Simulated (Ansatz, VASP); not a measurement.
# CdSe: VASP beside Ansatz

```
CELL_PARAMETERS angstrom
4.34001 0.00000 0.00000
-2.17000 3.75856 0.00000
0.00000 0.00000 7.07843
ATOMIC_POSITIONS crystal
Cd 0.66667 0.33333 0.49998
Cd 0.33333 0.66667 0.99998
Se 0.66667 0.33333 0.87588
Se 0.33333 0.66667 0.37588
```

Change from the starting cell: strained cell.

Alike in both runs: task relaxation of the atoms; functional LDA; k mesh 9 × 9 × 4; occupations gaussian, width 0.02 eV; no spin polarisation.

|  | VASP | Ansatz |
| --- | --- | --- |
| version | VASP 6.6.1 | Ansatz 0.2.0 |
| potentials or method | VASP PAW LDA potentials, release 64 (Cd, Se), cutoff 520 eV | scalar-relativistic, plane waves, PAW |
| valence electrons in the cell | 36 | 72 |

|  | VASP | Ansatz | Ansatz less VASP |
| --- | --- | --- | --- |
| gap on the k mesh at the Fermi level, each at its own relaxed structure (eV) | 0.36 | 0.33 | -0.030 |

Ansatz warns that its potentials were made for another functional, while VASP's fit it. LDA's correlation is that of Perdew and Zunger in VASP and of Perdew and Wang (1992) in Ansatz. VASP's potentials hold 36 valence electrons a cell and Ansatz's 72, so a difference there can come from the potentials and not from the codes. Ansatz's warnings: stress scf threshold loose.

Noted on VASP's run: the relaxation stopped at its first step, so nothing moved.
